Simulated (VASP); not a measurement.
# Ti12H (a cell with a defect) in VASP: notebook

The runs below take Ti12H (a cell with a defect) through single point, with PBEsol.

Program: VASP 6.6.1. These are calculated values, not measurements. Logs are shortened: lines on timing, memory, paths and dates and some standing lists are left out, and cuts for length are marked.

**1. The cell of the first run**

The cell holds a defect, 13 atoms: a = 5.900 Å, b = 8.850 Å, c = 4.685 Å, α = 90.00°, β = 90.00°, γ = 120.00°.

**2. Single point, PBEsol**

INCAR

```
SYSTEM = Ti12H
PREC = Accurate
ENCUT = 520
EDIFF = 1E-6
ISMEAR = 0
SIGMA = 0.05
LREAL = .False.
LASPH = .True.
NELM = 80
ALGO = Normal
ISIF = 2
LWAVE = .False.
LCHARG = .False.
GGA = PS
NBANDS = 84
```

KPOINTS

```
regular mesh
0
Gamma
  3 2 4
  0 0 0
```

POSCAR

```
Ti12H
1.0
    5.9000000000      0.0000000000      0.0000000000
   -4.4250000000      7.6643250000      0.0000000000
    0.0000000000      0.0000000000      4.6846000000
Ti H
12 1
Direct
   -0.0002523636     -0.0015222476      0.0035322119
    0.1644300116      0.2177478121      0.5057648465
   -0.0071059828      0.3300469382      0.0028747385
    0.1609588701      0.5573413184      0.4986869743
    0.0036265838      0.6697321682     -0.0002728088
    0.1661792651      0.8881323535      0.4950347949
    0.5019510927     -0.0003804640      0.0037518678
    0.6642526456      0.2180304202      0.4982809632
    0.5065914985      0.3304655009     -0.0013347991
    0.6748330049      0.5576616336      0.4958805448
    0.5038944834      0.6703876728     -0.0060143876
    0.6681157997      0.8892179024      0.4958438287
    0.3347593227      0.4435254246      0.7490609657
```

Potentials or basis: VASP PAW PBE potentials, release 64 (Ti_sv, H).

Started as:

```
$ cat potpaw_PBE.64/Ti_sv/POTCAR potpaw_PBE.64/H/POTCAR > POTCAR
$ mpirun -np 1 vasp_std > vasp.out
```

OUTCAR:

```text
SYSTEM = Ti12H
   PREC = Accurate
   ENCUT = 520
   EDIFF = 1E-6
   ISMEAR = 0
   LREAL = .False.
   LASPH = .True.
   NELM = 80
   ISIF = 2
   GGA = PS

 ion  position               nearest neighbor table
   1  1.000  0.998  0.004-   6 2.86  12 2.86   2 2.87   2 2.89  11 2.91  12 2.92
   2  0.164  0.218  0.506-   1 2.87   1 2.89   9 2.90   3 2.91  12 2.92
   3  0.993  0.330  0.003-   8 2.86   9 2.87   8 2.90   4 2.90   2 2.91   7 2.91
   4  0.161  0.557  0.499-  10 2.87   5 2.87   5 2.88   3 2.90  11 2.91   6 2.91
   5  0.004  0.670  1.000-   6 2.86  10 2.87   4 2.87   4 2.88   6 2.90  10 2.90
   6  0.166  0.888  0.495-   1 2.86   5 2.86   7 2.87   5 2.90  10 2.91   4 2.91
   7  0.502  1.000  0.004-   8 2.86  12 2.86   6 2.87   8 2.90   3 2.91   9 2.91  11 2.92
   8  0.664  0.218  0.498-   7 2.86   3 2.86   9 2.87   9 2.88   3 2.90   7 2.90
   9  0.507  0.330  0.999-   3 2.87   8 2.87   8 2.88   2 2.90  10 2.91   7 2.91
  10  0.675  0.558  0.496-   5 2.87   4 2.87   5 2.90   9 2.91  11 2.91   6 2.91
  11  0.504  0.670  0.994-  12 2.87  12 2.89   4 2.91  10 2.91   1 2.91   7 2.92
  12  0.668  0.889  0.496-   7 2.86   1 2.86  11 2.87  11 2.89   2 2.92   1 2.92
  13  0.335  0.444  0.749-

  LATTYP: Found a simple monoclinic cell.
 ALAT       =     5.9000000000
 B/A-ratio  =     0.7940000000
 C/A-ratio  =     1.3228756849
 COS(beta)  =    -0.1889822323

  Lattice vectors:

 A1 = (   5.9000000000,   0.0000000000,   0.0000000000)
 A2 = (   0.0000000000,   0.0000000000,   4.6846000000)
 A3 = (  -1.4750000000,  -7.6643250000,   0.0000000000)

Analysis of symmetry for initial positions (statically):
=====================================================================
 Subroutine PRICEL returns:
 Original cell was already a primitive cell.

 Routine SETGRP: Setting up the symmetry group for a
 simple monoclinic supercell.

 Subroutine GETGRP returns: Found  1 space group operations
 (whereof  1 operations were pure point group operations)
 out of a pool of  4 trial point group operations.

The static configuration has the point symmetry C_1 .

Analysis of symmetry for dynamics (positions and initial velocities):
=====================================================================
 Subroutine PRICEL returns:
 Original cell was already a primitive cell.

 Routine SETGRP: Setting up the symmetry group for a
 simple monoclinic supercell.

[... 145 lines left out ...]
   NELECT =     145.0000    total number of electrons
   NUPDOWN=      -1.0000    fix difference up-down
   EMIN   =  10.00;   EMAX   =-10.00  energy-range for DOS
   EFERMI =   0.00;   METHOD = LEGACY
   ISMEAR =     0;   SIGMA  =   0.05  broadening in eV -4-tet -1-fermi 0-gaus
   EFERMI_NEDOS =   21; number of points for ismear=-14 and -15
   IALGO  =     38    algorithm
   IMIX   =      4    mixing-type and parameters
     AMIX     =   0.40;   BMIX     =  1.00
     AMIX_MAG =   1.60;   BMIX_MAG =  1.00
  volume/ion in A,a.u.               =      16.30       109.96
  Fermi-wavevector in a.u.,A,eV,Ry     =   1.442773  2.726446 28.321806  2.081594
  Thomas-Fermi vector in A             =   2.561256
   LORBIT       =      0    0 simple, 1 ext, 2 COOP (PROOUT), +10 PAW based schemes
   GGA     = PS    functional components
   LHFCALC =     F    Hartree Fock is set to
   AEXX    =    0.0000 exact exchange contribution
   IVDW    =     0    specifies the selected vdW correction
   LEPSILON=     F    determine dielectric tensor
   LRPA    =     F    only Hartree local field effects (RPA)
 non-spin polarized calculation
 Gauss-broadening in eV      SIGMA  =   0.05
  energy-cutoff  :      520.00
  volume of cell :      211.84
 maximum number of plane-waves:      5706
 NGX is ok and might be reduce to    48
   NGX = 21   NGY = 33   NGZ = 17

 number of electron     144.9999995 magnetization

 Free energy of the ion-electron system (eV)
  ---------------------------------------------------
  ext. energy  EPLUGINS =         0.00000000
  ---------------------------------------------------
  free energy    TOTEN  =      -103.68489667 eV

  energy without entropy =     -103.66180122  energy(sigma->0) =     -103.67334894

 E-fermi :   8.1611     XC(G=0): -11.6137

 val. band max:        8.1399147945   @ k =   0.0000   0.5000   0.0000
 cond. band min:       8.1736310358   @ k =   0.3333   0.5000   0.5000
 fundamental gap:      0.0337162413
 Fermi energy:         8.1610718157

 k-point     1 :       0.0000    0.0000    0.0000
  band No.  band energies     occupation
      1     -48.5253      2.00000
      2     -48.4606      2.00000
      3     -48.4335      2.00000
      4     -48.4285      2.00000
      5     -48.4191      2.00000
      6     -48.4136      2.00000
[... 1207 lines left out ...]
     83       8.6229      0.00000
     84       8.6273      0.00000

------------------------ aborting loop because EDIFF is reached ----------------------------------------

  FORCE on cell =-STRESS in cart. coord.  units (eV):
  Direction    XX          YY          ZZ          XY          YZ          ZX
  --------------------------------------------------------------------------------------
  -------------------------------------------------------------------------------------
  Total       -6.9125832     -7.0574333     -6.7373739     -0.2786418     -0.2655216     -0.0325451
  in kB      -52.2820386    -53.3775854    -50.9568756     -2.1074553     -2.0082232     -0.2461486
  external PRESSURE =     -52.2054999 kB  Pullay stress =       0.0000000 kB

 VOLUME and BASIS-vectors are now :
 -----------------------------------------------------------------------------
  energy-cutoff  :      520.00
  volume of cell :      211.84
      direct lattice vectors                 reciprocal lattice vectors
     5.900000000  0.000000000  0.000000000     0.169491525  0.097855976  0.000000000
    -4.425000000  7.664325000  0.000000000     0.000000000  0.130474634  0.000000000
     0.000000000  0.000000000  4.684600000     0.000000000  0.000000000  0.213465397

 POSITION                                       TOTAL-FORCE (eV/Angst)
 -----------------------------------------------------------------------------------
      1.48025      7.65266      0.01655         0.005415      0.004801      0.014519
      0.00660      1.66889      2.36931        -0.004807     -0.008664     -0.003329
      4.39762      2.52959      0.01347        -0.008364     -0.002183      0.007842
     -1.51658      4.27165      2.33615        -0.005627      0.002869      0.003481
     -2.94217      5.13305      4.68332        -0.002972      0.007408      0.004830
     -2.94953      6.80694      2.31904        -0.001659      0.005280     -0.006468
     -1.46180      7.66141      0.01758        -0.003852     -0.003586      0.005459
      2.95431      1.67106      2.33425         0.003711     -0.008501      0.000099
      1.52658      2.53280      4.67835         0.019305     -0.004896      0.019931
      1.51386      4.27410      2.32300         0.014045      0.008324     -0.021242
      0.00651      5.13807      4.65642         0.001046     -0.009931     -0.015915
      0.00709      6.81525      2.32283        -0.001300     -0.000433     -0.014167
      0.01248      3.39932      3.50905        -0.014939      0.009511      0.004960
 -----------------------------------------------------------------------------------
    total drift:                               -0.000256      0.000020     -0.000104

  FREE ENERGIE OF THE ION-ELECTRON SYSTEM (eV)
  ---------------------------------------------------
  free  energy   TOTEN  =      -103.6848966672 eV

  energy  without entropy=     -103.6618012198  energy(sigma->0) =     -103.67334894
```

OSZICAR:

```text
N       E                     dE             d eps       ncg     rms          rms(c)
DAV:   1     0.216086623213E+04    0.21609E+04   -0.71328E+04  2352   0.215E+03
DAV:   2     0.201348795234E+03   -0.19595E+04   -0.19307E+04  2352   0.687E+02
[... 11 lines left out ...]
DAV:  14    -0.103684813584E+03   -0.44547E-03   -0.37983E-03  3296   0.483E-01    0.188E-01
DAV:  15    -0.103684883386E+03   -0.69802E-04   -0.22027E-03  3200   0.362E-01    0.418E-02
DAV:  16    -0.103684910729E+03   -0.27344E-04   -0.44523E-04  3584   0.156E-01    0.352E-02
DAV:  17    -0.103684898331E+03    0.12398E-04   -0.13965E-04  3040   0.102E-01    0.161E-02
DAV:  18    -0.103684896983E+03    0.13478E-05   -0.27672E-05  3288   0.372E-02    0.131E-02
DAV:  19    -0.103684895757E+03    0.12255E-05   -0.11618E-05  2736   0.305E-02    0.809E-03
DAV:  20    -0.103684896667E+03   -0.90978E-06   -0.34987E-06  2232   0.149E-02
   1 F= -.10368490E+03 E0= -.10367335E+03  d E =-.230954E-01
```

stdout:

```text
POSCAR found type information on POSCAR TiH
 POSCAR found :  2 types and      13 ions
 scaLAPACK will be used
 -----------------------------------------------------------------------------
|                                                                             |
|                                                                             |
[... 21 lines left out ...]
|     Results are often still useful ...                                      |
|                                                                             |
 -----------------------------------------------------------------------------

 POSCAR, INCAR and KPOINTS ok, starting setup
 FFT: planning ... GRIDC
 FFT: planning ... GRID_SOFT
 FFT: planning ... GRID
 WAVECAR not read
 entering main loop
```

It took 15 min on 1 thread of AMD EPYC 7R13, shared host; peak memory 0.4 GiB.

What came out:

```yaml
Free_energy: -103.6849 eV
Pressure: -5.2 GPa
Largest_force: 0.028 eV/Å
Band_gap_on_the_k_mesh: zero (an odd number of electrons rules out a gap without spin polarisation)
```

Forces on the atoms (eV/Å):
```
Ti   0.005  0.005  0.015
Ti  -0.005 -0.009 -0.003
Ti  -0.008 -0.002  0.008
Ti  -0.006  0.003  0.003
Ti  -0.003  0.007  0.005
Ti  -0.002  0.005 -0.006
Ti  -0.004 -0.004  0.005
Ti   0.004 -0.009  0.000
Ti   0.019 -0.005  0.020
Ti   0.014  0.008 -0.021
Ti   0.001 -0.010 -0.016
Ti  -0.001  0.000 -0.014
H   -0.015  0.010  0.005
```

Caveat: the k points lie up to 0.41 Å⁻¹ apart, too coarse for converged energies and pressures of a metal; the PAW data sets were made with another functional, which shifts forces and pressure a little.

**3. Single point, PBEsol**

INCAR

```
PREC = Accurate
ENCUT = 520
EDIFF = 1E-6
ISMEAR = 0
SIGMA = 0.05
LREAL = F
LASPH = T
NELM = 80
ALGO = Normal
ISIF = 2
LWAVE = F
LCHARG = F
GGA = PS
NBANDS = 84
```

KPOINTS

```
Automatic mesh
0
Gamma
  3 2 4
```

POSCAR

```
Ti12H
1.0
    5.9000000000      0.0000000000      0.0000000000
   -4.4250000000      7.6643250000      0.0000000000
    0.0000000000      0.0000000000      4.6846000000
Ti H
12 1
Direct
   -0.0006415792     -0.0014401255     -0.0038216008
    0.1638522085      0.2177337731      0.4940796139
   -0.0074712097      0.3301589309     -0.0031620989
    0.1606567503      0.5574620307      0.5008345854
    0.0032899325      0.6697955471     -0.0000809565
    0.1657258742      0.8881978847      0.5045575974
    0.5015256731     -0.0002790933     -0.0042742729
    0.6637839555      0.2181539042      0.5011508619
    0.5060686900      0.3305755105      0.0008227764
    0.6746080532      0.5578246559      0.5039351878
    0.5035970038      0.6705603883      0.0056759638
    0.6676736585      0.8893417384      0.5037269696
    0.3340242894      0.4434610551      0.2503555730
```

Potentials or basis: VASP PAW PBE potentials, release 64 (Ti_sv, H).

Started as:

```
$ cat potpaw_PBE.64/Ti_sv/POTCAR potpaw_PBE.64/H/POTCAR > POTCAR
$ mpirun -np 1 vasp_std > vasp.out
```

Wall time 6.9 min (1 thread of AMD EPYC 7R43 (Zen 3), shared host); peak memory 0.36 GiB.

Results (log left out):

- Free energy: -103.6849 eV
- Pressure: -5.2 GPa
- Largest force: 0.026 eV/Å
- Band gap on the k mesh: zero (an odd number of electrons rules out a gap without spin polarisation)

Forces on the atoms (eV/Å):
```
Ti   0.005  0.004 -0.015
Ti  -0.004 -0.005  0.000
Ti  -0.009 -0.003 -0.012
Ti  -0.005  0.001 -0.001
Ti  -0.004  0.008 -0.005
Ti  -0.001  0.005  0.007
Ti  -0.003 -0.002 -0.005
Ti   0.003 -0.008  0.002
Ti   0.019 -0.005 -0.017
Ti   0.010  0.005  0.017
Ti   0.001 -0.013  0.015
Ti  -0.001 -0.001  0.015
H   -0.012  0.012 -0.002
```

Stress tensor (GPa, compression positive):
```
-5.23 -0.21  0.03
-0.21 -5.34  0.20
 0.03  0.20 -5.10
```

Levels at points of the mesh, in eV from the Fermi level:
| k point | band 68 | band 69 | band 70 | band 71 | band 72 | band 73 | band 74 | band 75 | band 76 | band 77 |
| --- | --- | --- | --- | --- | --- | --- | --- | --- | --- | --- |
| (0.00, 0.00, 0.00) | -0.80 | -0.68 | -0.62 | 0.06 | 0.27 | 0.37 | 0.47 | 0.47 | 0.54 | 0.56 |
| (0.00, 0.50, 0.00) | -0.69 | -0.43 | -0.34 | -0.17 | -0.02 | 0.08 | 0.27 | 0.32 | 0.43 | 0.49 |
| (0.00, 0.00, 0.50) | -0.64 | -0.63 | -0.62 | -0.34 | -0.05 | 0.02 | 0.06 | 0.08 | 0.11 | 0.35 |
| (0.00, 0.50, 0.50) | -0.64 | -0.47 | -0.43 | -0.34 | -0.32 | -0.14 | -0.02 | 0.07 | 0.11 | 0.35 |

Caveat: the k points lie up to 0.41 Å⁻¹ apart, too coarse for converged energies and pressures of a metal; the PAW data sets were made with another functional, which shifts forces and pressure a little.

(Part 1 of 2 ends here.)
